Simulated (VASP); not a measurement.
Runs of VASP 6.6.1 on AlCu. The structure is that of space group Pm-3m (No. 221), or close to it. The cells are those of the table. 

```csv
cell,gap on the mesh (eV),pressure (GPa)
"a = 2.998 Å, angles 90.0, 90.0, 89.7°, 2 atoms",none,(a)
"a = 2.998 Å, angles 90.0, 90.0, 88.3°, 2 atoms",none,-4.7
"a = 2.998 Å, angles 90.0, 90.0, 88.0°, 2 atoms",none,-4.7
"a = 2.998 Å, angles 90.0, 90.0, 88.6°, 2 atoms",none,-4.8
"a = 2.998 Å, angles 90.0, 90.0, 92.3°, 2 atoms",none,-4.6
"a = 2.998 Å, angles 90.0, 90.0, 89.4°, 2 atoms",none,-4.8
```

Alike in all rows: task single point; level r2SCAN; potentials or basis VASP PAW PBE potentials, release 64 (Al, Cu); no spin polarisation; k mesh 16 × 16 × 16; cutoff (eV) 520; smearing gaussian 0.15 eV.

Question: Fill in the values left out.

Answer: (a) -4.9.

Caveats: the PAW data sets were made with another functional, which shifts forces and pressure a little.

A gap of «none» marks levels without a gap at the run's occupations.
